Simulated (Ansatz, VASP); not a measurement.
# Mo in VASP and in Ansatz

The input INCAR:

```
PREC = Accurate
ENCUT = 600
EDIFF = 1E-6
ISMEAR = 1
SIGMA = 0.1
LREAL = F
LASPH = T
NELM = 60
ALGO = Normal
ISIF = 3
LWAVE = F
LCHARG = F
GGA = CA
IBRION = 2
NSW = 60
EDIFFG = -0.005
```

Contents of KPOINTS:

```
regular mesh
0
Gamma
  24 24 24
```

File POSCAR:

```
Mo
1.0
   -1.5750000000      1.5750000000      1.5750000000
    1.5750000000     -1.5750000000      1.5750000000
    1.5750000000      1.5750000000     -1.5750000000
Mo
1
Direct
    0.0000000000      0.0000000000      0.0000000000
```

Input for Ansatz:

```yaml
crystal:
  lattice:
    - [-1.575, 1.575, 1.575]
    - [1.575, -1.575, 1.575]
    - [1.575, 1.575, -1.575]
  atoms:
    - { symbol: Mo, position: [0.0, 0.0, 0.0] }
kpoints:
  mp_grid: { grid: [24, 24, 24] }
scf:
  occupations: { method: cold, width: 0.1 }
hamiltonian:
  xc: lda
  pseudopotentials: { kind: paw, azcp: { folder: soft_1 } }
output:
  forces: true
  stress: true
  populations: false
relax:
  f_tol: 0.005
  max_steps: 40
  cell: {}
```

Alike in both runs: task relaxation of cell and atoms; functional LDA; k mesh 24 × 24 × 24; no spin polarisation.

|  | VASP | Ansatz |
| --- | --- | --- |
| version | VASP 6.6.1 | Ansatz 0.2.0 |
| potentials or method | VASP PAW LDA potentials, release 64 (Mo_sv) | plane-wave PAW, scalar-relativistic |
| plane-wave cutoff (eV) | 600 | 420 |
| occupations | methfessel-paxton of order 1, width 0.1 eV | cold, width 0.1 eV |
| valence electrons in the cell | 14 | 14 |

Ansatz gave:

* relaxed volume (Å³/atom): 15.06
* relaxed cell length with the largest relative difference (Å): 2.695

Estimate VASP's values.

relaxed volume (Å³/atom): 15.12; relaxed cell length with the largest relative difference (Å): 2.698.

Ansatz warns that its potentials were made for another functional, while VASP's fit it. LDA's correlation is that of Perdew and Zunger in VASP and of Perdew and Wang (1992) in Ansatz.
